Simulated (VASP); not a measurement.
A run of VASP 6.6.1 is set up as follows.

File INCAR:

```
ALGO     = Normal         # electronic algorithm
EDIFF    = 1E-6           # SCF threshold, eV
EDIFFG   = -0.005         # ionic threshold
ENCUT    = 600            # plane-wave cutoff, eV
GGA      = PE             # functional
IBRION   = 2              # ionic algorithm
ISIF     = 3              # what is computed and relaxed
ISMEAR   = 0              # smearing method
LASPH    = T              # aspherical terms in the spheres
LCHARG   = F              # write CHGCAR
LREAL    = F              # projectors in reciprocal space
LWAVE    = F              # write WAVECAR
NELM     = 60             # most SCF steps
NSW      = 100            # ionic steps
PREC     = Accurate       # precision mode
SIGMA    = 0.02           # smearing width, eV
```

File KPOINTS:

```
k-points
0
Gamma
  12 12 2
```

POSCAR

```
WSe2
1.0
    3.2899984505      0.0000000000      0.0000000000
   -1.6449992252      2.8492222365      0.0000000000
    0.0000000000      0.0000000000     12.9700000000
W Se
2 4
Direct
    0.3333333333      0.6666666667      0.2500000000
    0.6666666667      0.3333333333      0.7500000000
    0.3333333333      0.6666666667      0.6210000000
    0.6666666667      0.3333333333      0.1210000000
    0.3333333333      0.6666666667      0.8790000000
    0.6666666667      0.3333333333      0.3790000000
```

Potentials or basis: VASP PAW PBE potentials, release 64 (W_sv, Se).

Command:

```bash
$ cat potpaw_PBE.64/W_sv/POTCAR potpaw_PBE.64/Se/POTCAR > POTCAR
$ mpirun -np 1 vasp_std > vasp.out
```

Task: Predict the relaxed cell.

Result: a = 3.322 Å, b = 3.322 Å, c = 14.992 Å, α = 90.00°, β = 90.00°, γ = 120.00°.

Task: What does it give for the space group after relaxing (to 0.1 Å)?

Result: P6_3/mmc (No. 194).

Forces on the atoms (eV/Å):
```
W    0.000  0.000  0.000
W    0.000  0.000  0.000
Se   0.000  0.000  0.003
Se   0.000  0.000  0.003
Se   0.000  0.000 -0.003
Se   0.000  0.000 -0.003
```

 Zero-point motion and thermal expansion aren't in these numbers.
